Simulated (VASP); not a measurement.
# Co (P6_3/mmc) in VASP: further runs, part 2 of 2

VASP 6.6.1.

### 3 Single point, PBE

This run uses another cell than the first one, of 10.37 Å³/atom.

File INCAR:

```
SYSTEM = Co
ALGO     = Normal         ! electronic algorithm
EDIFF    = 1E-7           ! SCF threshold, eV
ENCUT    = 520            ! plane-wave cutoff, eV
GGA      = PE             ! functional
ISIF     = 2              ! what is computed and relaxed
ISMEAR   = -1             ! smearing method
LASPH    = .TRUE.         ! aspherical terms in the spheres
LCHARG   = .FALSE.        ! write CHGCAR
LREAL    = .FALSE.        ! projectors in reciprocal space
LWAVE    = .FALSE.        ! write WAVECAR
NBANDS   = 16             ! bands
NELM     = 80             ! most SCF steps
PREC     = Accurate       ! precision mode
SIGMA    = 0.1            ! smearing width, eV
```

File KPOINTS:

```
k-points
0
G
  24 24 13
  0 0 0
```

File POSCAR:

```
Co
1.0
    2.4583936733      0.0000000000      0.0000000000
   -1.2291968366      2.1290313736      0.0000000000
    0.0000000000      0.0000000000      3.9606917934
Co
2
Direct
    0.3333333333      0.6666666667      0.2500000000
    0.6666666667      0.3333333333      0.7500000000
```

Potentials or basis: VASP PAW PBE potentials, release 64 (Co).

Launch:

```console
$ cat potpaw_PBE.64/Co/POTCAR > POTCAR
$ mpirun -np 1 vasp_std > vasp.out
```

OUTCAR:

```text
SYSTEM = Co
   EDIFF = 1E-7
   ENCUT = 520
   GGA = PE
   ISIF = 2
   ISMEAR = -1
   LASPH = .TRUE.
   LREAL = .FALSE.
   NELM = 80
   PREC = Accurate

 ion  position               nearest neighbor table
   1  0.333  0.667  0.250-   2 2.44   2 2.44   2 2.44   2 2.44   2 2.44   2 2.44
   2  0.667  0.333  0.750-   1 2.44   1 2.44   1 2.44   1 2.44   1 2.44   1 2.44

  LATTYP: Found a hexagonal cell.
 ALAT       =     2.4583936733
 C/A-ratio  =     1.6110893208

  Lattice vectors:

 A1 = (   2.4583936733,   0.0000000000,   0.0000000000)
 A2 = (  -1.2291968366,   2.1290313736,   0.0000000000)
 A3 = (   0.0000000000,   0.0000000000,   3.9606917934)

Analysis of symmetry for initial positions (statically):
=====================================================================
 Subroutine PRICEL returns:
 Original cell was already a primitive cell.

 Routine SETGRP: Setting up the symmetry group for a
 hexagonal supercell.

 Subroutine GETGRP returns: Found 24 space group operations
 (whereof 12 operations were pure point group operations)
 out of a pool of 24 trial point group operations.

The static configuration has the point symmetry D_3d.
 The point group associated with its full space group is D_6h.

Analysis of symmetry for dynamics (positions and initial velocities):
=====================================================================
 Subroutine PRICEL returns:
 Original cell was already a primitive cell.

 Routine SETGRP: Setting up the symmetry group for a
 hexagonal supercell.

 Subroutine GETGRP returns: Found 24 space group operations
 (whereof 12 operations were pure point group operations)
 out of a pool of 24 trial point group operations.

The dynamic configuration has the point symmetry D_3d.
 The point group associated with its full space group is D_6h.

[... 107 lines left out ...]
   TEBEG  =    0.0;   TEEND  =   0.0 temperature during run
   PSTRESS=    0.0 pullay stress
   NELECT =      18.0000    total number of electrons
   NUPDOWN=      -1.0000    fix difference up-down
   EMIN   =  10.00;   EMAX   =-10.00  energy-range for DOS
   EFERMI =   0.00;   METHOD = LEGACY
   ISMEAR =    -1;   SIGMA  =   0.10  broadening in eV -4-tet -1-fermi 0-gaus
   EFERMI_NEDOS =   21; number of points for ismear=-14 and -15
   IALGO  =     38    algorithm
   IMIX   =      4    mixing-type and parameters
     AMIX     =   0.40;   BMIX     =  1.00
     AMIX_MAG =   1.60;   BMIX_MAG =  1.00
  volume/ion in A,a.u.               =      10.37        69.95
  Fermi-wavevector in a.u.,A,eV,Ry     =   1.561819  2.951411 33.188418  2.439280
  Thomas-Fermi vector in A             =   2.664829
   LORBIT       =      0    0 simple, 1 ext, 2 COOP (PROOUT), +10 PAW based schemes
   GGA     = PE    functional components
   LHFCALC =     F    Hartree Fock is set to
   AEXX    =    0.0000 exact exchange contribution
   IVDW    =     0    specifies the selected vdW correction
   LEPSILON=     F    determine dielectric tensor
   LRPA    =     F    only Hartree local field effects (RPA)
 non-spin polarized calculation
  energy-cutoff  :      520.00
  volume of cell :       20.73
 maximum number of plane-waves:       578
   NGX =  9   NGY =  9   NGZ = 15

 number of electron      17.9999975 magnetization

 Free energy of the ion-electron system (eV)
  ---------------------------------------------------
  ext. energy  EPLUGINS =         0.00000000
  ---------------------------------------------------
  free energy    TOTEN  =       -13.73050113 eV

  energy without entropy =      -13.55033049  energy(sigma->0) =      -13.64041581

 E-fermi :  10.8539     XC(G=0): -13.6922

 val. band max:       10.8538249840   @ k =   0.1667   0.0833   0.3846
 cond. band min:      10.8556644309   @ k =   0.2917   0.2083   0.1538
 fundamental gap:      0.0018394469
 Fermi energy:        10.8538818616

 k-point     1 :       0.0000    0.0000    0.0000
  band No.  band energies     occupation
      1       1.7301      2.00000
      2       5.9920      2.00000
      3       8.9614      2.00000
      4       8.9827      2.00000
      5       8.9827      2.00000
      6       9.3474      2.00000
[... 433 lines left out ...]
      3       6.8052      2.00000
      4       8.5678      2.00000
      5       8.7766      2.00000
      6       9.0006      2.00000
[... 8 lines left out ...]
     15      24.4691      0.00000
     16      25.4905      0.00000

 [... further k-points ...]
[... 5 lines left out ...]
  --------------------------------------------------------------------------------------
  -------------------------------------------------------------------------------------
  Total       -0.1016592     -0.1016592     -0.1137687     -0.0000000     -0.0000000     -0.0000000
  in kB       -7.8569264     -7.8569264     -8.7928354     -0.0000000     -0.0000000     -0.0000000
  external PRESSURE =      -8.1688961 kB  Pullay stress =       0.0000000 kB

 VOLUME and BASIS-vectors are now :
 -----------------------------------------------------------------------------
  energy-cutoff  :      520.00
  volume of cell :       20.73
      direct lattice vectors                 reciprocal lattice vectors
     2.458393673  0.000000000  0.000000000     0.406769677  0.234848582  0.000000000
    -1.229196837  2.129031374  0.000000000     0.000000000  0.469697165  0.000000000
     0.000000000  0.000000000  3.960691793     0.000000000  0.000000000  0.252481145

 POSITION                                       TOTAL-FORCE (eV/Angst)
 -----------------------------------------------------------------------------------
     -0.00000      1.41935      0.99017         0.000000      0.000000      0.000000
      1.22920      0.70968      2.97052        -0.000000      0.000000      0.000000
 -----------------------------------------------------------------------------------
    total drift:                               -0.000000     -0.000000     -0.000000

  FREE ENERGIE OF THE ION-ELECTRON SYSTEM (eV)
  ---------------------------------------------------
  free  energy   TOTEN  =       -13.7305011274 eV

  energy  without entropy=      -13.5503304929  energy(sigma->0) =      -13.64041581
```

It took 3 min on 1 thread of Intel Xeon 8259CL, shared host; peak memory 0.23 GiB.

Results:

```yaml
Free_energy: -13.7305 eV
Pressure: -0.8 GPa
Band_gap_on_the_k_mesh: zero (bands 9 and 10 overlap by 1.53 eV)
```

Caveat: the run has no spin polarisation, though such a crystal can be magnetic. Spin polarisation is off, so any magnetic state and its effect on volume and gap are missing.
